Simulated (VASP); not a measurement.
# C (Cmme) in VASP: further runs

The runs below take C through single point, with LDA.

Program: VASP 6.6.1. These are calculated values, not measurements. Logs are shortened: lines on timing, memory, paths and dates and some standing lists are left out, and cuts for length are marked.

### Step 1. The cell of the first run

It takes space group Cmme (No. 67, orthorhombic). The conventional cell has a = 2.456 Å, b = 4.254 Å, c = 7.173 Å, α = 90.00°, β = 90.00°, γ = 90.00°. Within 1.9 Å of C (site symmetry m) lie 3 C at 1.42 Å.

### Step 2. Single point, LDA

INCAR

```
SYSTEM = C
PREC = Accurate
ENCUT = 520
EDIFF = 1E-7
ISMEAR = -1
SIGMA = 0.1
LREAL = .False.
LASPH = .True.
NELM = 100
ALGO = Normal
ISIF = 2
LWAVE = .False.
LCHARG = .False.
NBANDS = 16
```

KPOINTS

```
Automatic mesh
0
Gamma
  3 3 1
  0 0 0
```

POSCAR

```
C
1.0
    2.4561140000      0.0000000000      0.0000000000
   -1.2280744483      2.1270470447      0.0000000000
    0.0000000000      0.0000000000      7.1732680000
C
4
Direct
    0.0833790000      0.9166210000      0.7531380000
    0.5833790000      0.4166210000      0.2468620000
    0.9166210000      0.0833790000      0.2468620000
    0.4166210000      0.5833790000      0.7531380000
```

Potentials or basis: VASP PAW LDA potentials, release 64 (C).

Run with:

```console
cat potpaw_LDA.64/C/POTCAR > POTCAR
mpirun -np 1 vasp_std > vasp.out
```

OUTCAR:

```text
SYSTEM = C
   PREC = Accurate
   ENCUT = 520
   EDIFF = 1E-7
   ISMEAR = -1
   LREAL = .False.
   LASPH = .True.
   NELM = 100
   ISIF = 2

 ion  position               nearest neighbor table
   1  0.083  0.917  0.753-   4 1.42   4 1.42   4 1.42
   2  0.583  0.417  0.247-   3 1.42   3 1.42   3 1.42
   3  0.917  0.083  0.247-   2 1.42   2 1.42   2 1.42
   4  0.417  0.583  0.753-   1 1.42   1 1.42   1 1.42

  LATTYP: Found a hexagonal cell.
 ALAT       =     2.4561140000
 C/A-ratio  =     2.9205761622

  Lattice vectors:

 A1 = (   2.4561140000,   0.0000000000,   0.0000000000)
 A2 = (  -1.2280744483,   2.1270470447,   0.0000000000)
 A3 = (   0.0000000000,   0.0000000000,   7.1732680000)

Analysis of symmetry for initial positions (statically):
=====================================================================
 Subroutine PRICEL returns:
 Original cell was already a primitive cell.

 Routine SETGRP: Setting up the symmetry group for a
 hexagonal supercell.

 Subroutine GETGRP returns: Found  8 space group operations
 (whereof  4 operations were pure point group operations)
 out of a pool of 24 trial point group operations.

The static configuration has the point symmetry C_2h.
 The point group associated with its full space group is D_2h.

Analysis of symmetry for dynamics (positions and initial velocities):
=====================================================================
 Subroutine PRICEL returns:
 Original cell was already a primitive cell.

 Routine SETGRP: Setting up the symmetry group for a
 hexagonal supercell.

 Subroutine GETGRP returns: Found  8 space group operations
 (whereof  4 operations were pure point group operations)
 out of a pool of 24 trial point group operations.

The dynamic configuration has the point symmetry C_2h.
 The point group associated with its full space group is D_2h.

 Subroutine INISYM returns: Found  8 space group operations
 (whereof  4 operations are pure point group operations),
 and found     1 'primitive' translations

----------------------------------------------------------------------------------------

                                     Primitive cell

  volume of cell :      37.4751

  direct lattice vectors                    reciprocal lattice vectors
     2.456114000  0.000000000  0.000000000     0.407147225  0.235071013  0.000000000
    -1.228074448  2.127047045  0.000000000     0.000000000  0.470135347  0.000000000
     0.000000000  0.000000000  7.173268000     0.000000000  0.000000000  0.139406474

  length of vectors
     2.456114000  2.456114000  7.173268000     0.470135347  0.470135347  0.139406474

  position of ions in fractional coordinates (direct lattice)
     0.083379000  0.916621000  0.753138000
     0.583379000  0.416621000  0.246862000
     0.916621000  0.083379000  0.246862000
     0.416621000  0.583379000  0.753138000

  ion indices of the primitive-cell ions
   primitive index   ion index
                 1           1
                 2           2
                 3           3
                 4           4

----------------------------------------------------------------------------------------

 KPOINTS: Automatic mesh

Automatic generation of k-mesh.
 Grid dimensions read from file:
 generate k-points for:    3    3    1

 Generating k-lattice:

  Cartesian coordinates                     Fractional coordinates (reciprocal lattice)
     0.135715742  0.078357004  0.000000000     0.333333333 -0.000000000  0.000000000
     0.000000000  0.156711782  0.000000000     0.000000000  0.333333333  0.000000000
     0.000000000  0.000000000  0.139406474     0.000000000  0.000000000  1.000000000

  Length of vectors
     0.156711782  0.156711782  0.139406474

  Shift w.r.t. Gamma in fractional coordinates (k-lattice)
     0.000000000  0.000000000  0.000000000

 Subroutine IBZKPT returns following result:
 ===========================================

 Found      4 irreducible k-points:

 Following reciprocal coordinates:
            Coordinates               Weight
  0.000000  0.000000  0.000000      1.000000
  0.333333  0.000000  0.000000      4.000000
 -0.333333  0.333333  0.000000      2.000000
  0.333333  0.333333  0.000000      2.000000
   k-points           NKPTS =      4   k-points in BZ     NKDIM =      4   number of bands    NBANDS=     16
   number of dos      NEDOS =    301   number of ions     NIONS =      4
   total plane-waves  NPLWV =  17496
   dimension x,y,z NGX =    18 NGY =   18 NGZ =   54
   dimension x,y,z NGXF=    36 NGYF=   36 NGZF=  108
   ions per type =               4
   NGX,Y,Z   is equivalent  to a cutoff of  12.18, 12.18, 12.51 a.u.
   NGXF,Y,Z  is equivalent  to a cutoff of  24.37, 24.37, 25.03 a.u.
 SYSTEM =  C
   PREC   = accura    normal or accurate (medium, high low for compatibility)
   ISTART =      0    job   : 0-new  1-cont  2-samecut
   ICHARG =      2    charge: 1-file 2-atom 10-const
   ISPIN  =      1    spin polarized calculation?
   LNONCOLLINEAR =      F non collinear calculations
   LSORBIT =      F    spin-orbit coupling
   LASPH  =      T    aspherical Exc in radial PAW
   ENCUT  =  520.0 eV  38.22 Ry    6.18 a.u.   4.57  4.57 13.34*2*pi/ulx,y,z
   NELM   =    100;   NELMIN=  2; NELMDL= -5     # of ELM steps
   EDIFF  = 0.1E-06   stopping-criterion for ELM
   LREAL  =      F    real-space projection
   EDIFFG = 0.1E-05   stopping-criterion for IOM
   NSW    =      0    number of steps for IOM
   IBRION =     -1    ionic relax: 0-MD 1-quasi-New 2-CG
   NFREE  =      0    steps in history (QN), initial steepest desc. (CG)
   ISIF   =      2    stress and relaxation
   ISYM   =      2    0-nonsym 1-usesym 2-fastsym
   POTIM  = 0.5000    time-step for ionic-motion
   TEBEG  =    0.0;   TEEND  =   0.0 temperature during run
   PSTRESS=    0.0 pullay stress
   NELECT =      16.0000    total number of electrons
   NUPDOWN=      -1.0000    fix difference up-down
   EMIN   =  10.00;   EMAX   =-10.00  energy-range for DOS
   EFERMI =   0.00;   METHOD = LEGACY
   ISMEAR =    -1;   SIGMA  =   0.10  broadening in eV -4-tet -1-fermi 0-gaus
   EFERMI_NEDOS =   21; number of points for ismear=-14 and -15
   IALGO  =     38    algorithm
   IMIX   =      4    mixing-type and parameters
     AMIX     =   0.40;   BMIX     =  1.00
     AMIX_MAG =   1.60;   BMIX_MAG =  1.00
  volume/ion in A,a.u.               =       9.37        63.22
  Fermi-wavevector in a.u.,A,eV,Ry     =   1.232728  2.329518 20.675663  1.519618
  Thomas-Fermi vector in A             =   2.367487
   LORBIT       =      0    0 simple, 1 ext, 2 COOP (PROOUT), +10 PAW based schemes
   GGA     = CA    functional components
   LHFCALC =     F    Hartree Fock is set to
   AEXX    =    0.0000 exact exchange contribution
   IVDW    =     0    specifies the selected vdW correction
   LEPSILON=     F    determine dielectric tensor
   LRPA    =     F    only Hartree local field effects (RPA)
 non-spin polarized calculation
  energy-cutoff  :      520.00
  volume of cell :       37.48
 maximum number of plane-waves:      1018
 NGX is ok and might be reduce to    18
   NGX =  9   NGY =  9   NGZ = 27

 number of electron      15.9999995 magnetization

 Free energy of the ion-electron system (eV)
  ---------------------------------------------------
  ext. energy  EPLUGINS =         0.00000000
  ---------------------------------------------------
  free energy    TOTEN  =       -39.49578109 eV

  energy without entropy =      -39.44962911  energy(sigma->0) =      -39.47270510

 E-fermi :   4.0442     XC(G=0): -10.3375

 val. band max:        3.8869916906   @ k =   0.3333   0.3333   0.0000
 cond. band min:       4.1966241210   @ k =   0.3333   0.3333   0.0000
 fundamental gap:      0.3096324304
 Fermi energy:         4.0442447353

 k-point     1 :       0.0000    0.0000    0.0000
  band No.  band energies     occupation
      1     -15.4064      2.00000
      2     -15.2162      2.00000
      3      -4.3558      2.00000
      4      -2.8928      2.00000
      5       1.0577      2.00000
      6       1.0637      2.00000
      7       1.0647      2.00000
      8       1.0828      2.00000
      9       7.3722      0.00000
     10      12.3843      0.00000
     11      12.4194      0.00000
     12      12.4394      0.00000
     13      12.4430      0.00000
     14      12.6451      0.00000
     15      15.5179      0.00000
     16      15.6000      0.00000

 k-point     2 :       0.3333    0.0000    0.0000
  band No.  band energies     occupation
      1     -12.7994      2.00000
      2     -12.6423      2.00000
      3      -5.4997      2.00000
      4      -5.4209      2.00000
      5      -1.7058      2.00000
      6      -1.7058      2.00000
      7      -1.2229      2.00000
      8       0.0147      2.00000
      9       8.6919      0.00000
     10       9.3233      0.00000
     11      10.6598      0.00000
     12      11.9266      0.00000
     13      11.9927      0.00000
     14      15.2494      0.00000
     15      18.9066      0.00000
     16      20.3726      0.00000

 k-point     3 :      -0.3333    0.3333    0.0000
  band No.  band energies     occupation
      1     -12.8002      2.00000
      2     -12.6419      2.00000
      3      -5.5025      2.00000
      4      -5.4257      2.00000
      5      -1.7145      2.00000
      6      -1.6868      2.00000
      7      -1.2386      2.00000
      8       0.0401      2.00000
      9       8.6124      0.00000
     10       9.3710      0.00000
     11      10.6644      0.00000
     12      11.8320      0.00000
     13      12.0910      0.00000
     14      15.2589      0.00000
     15      18.9275      0.00000
     16      20.3839      0.00000

 k-point     4 :       0.3333    0.3333    0.0000
  band No.  band energies     occupation
      1      -8.3820      2.00000
      2      -8.3512      2.00000
      3      -8.3142      2.00000
      4      -8.2702      2.00000
      5      -6.6019      2.00000
      6      -6.5766      2.00000
      7       3.6146      1.97313
      8       3.8870      1.65629
      9       4.1966      0.35781
     10       4.5490      0.01277
     11      14.0027      0.00000
     12      15.3073      0.00000
     13      16.0287      0.00000
     14      16.1507      0.00000
     15      16.3032      0.00000
     16      18.8570      0.00000

------------------------ aborting loop because EDIFF is reached ----------------------------------------

  FORCE on cell =-STRESS in cart. coord.  units (eV):
  Direction    XX          YY          ZZ          XY          YZ          ZX
  --------------------------------------------------------------------------------------
  -------------------------------------------------------------------------------------
  Total       -0.1328606      0.1583722     -0.9268201      0.2522103      0.0000000      0.0000000
  in kB       -5.6802084      6.7709091    -39.6244617     10.7827798      0.0000000      0.0000000
  external PRESSURE =     -12.8445870 kB  Pullay stress =       0.0000000 kB

 VOLUME and BASIS-vectors are now :
 -----------------------------------------------------------------------------
  energy-cutoff  :      520.00
  volume of cell :       37.48
      direct lattice vectors                 reciprocal lattice vectors
     2.456114000  0.000000000  0.000000000     0.407147225  0.235071013  0.000000000
    -1.228074448  2.127047045  0.000000000     0.000000000  0.470135347  0.000000000
     0.000000000  0.000000000  7.173268000     0.000000000  0.000000000  0.139406474

 POSITION                                       TOTAL-FORCE (eV/Angst)
 -----------------------------------------------------------------------------------
     -0.92089      1.94970      5.40246        -0.020471      0.011819      0.009750
      0.92120      0.88617      1.77081        -0.020471      0.011819     -0.009750
      2.14893      0.17735      1.77081         0.020471     -0.011819     -0.009750
      0.30684      1.24087      5.40246         0.020471     -0.011819      0.009750
 -----------------------------------------------------------------------------------
    total drift:                               -0.000000     -0.000000      0.000000

  FREE ENERGIE OF THE ION-ELECTRON SYSTEM (eV)
  ---------------------------------------------------
  free  energy   TOTEN  =       -39.4957810892 eV

  energy  without entropy=      -39.4496291142  energy(sigma->0) =      -39.47270510
```

It took 1.6 s on 1 thread of Intel Xeon 6975P-C (Granite Rapids), shared host; peak memory 0.12 GiB.

Results:

* Free energy: -39.4958 eV
* Pressure: -1.3 GPa
* Largest force: 0.026 eV/Å
* Band gap on the k mesh: 0.31 eV

Forces in eV/Å, atoms in the order of the input:
```
C   -0.020  0.012  0.010
C   -0.020  0.012 -0.010
C    0.020 -0.012 -0.010
C    0.020 -0.012  0.010
```

Stress tensor (GPa, compression positive):
```
-0.57  1.08  0.00
 1.08  0.68  0.00
 0.00  0.00 -3.96
```

Caveat: the k points lie up to 0.98 Å⁻¹ apart. A k mesh can miss the band edges.

(Part 1 of 2 ends here.)
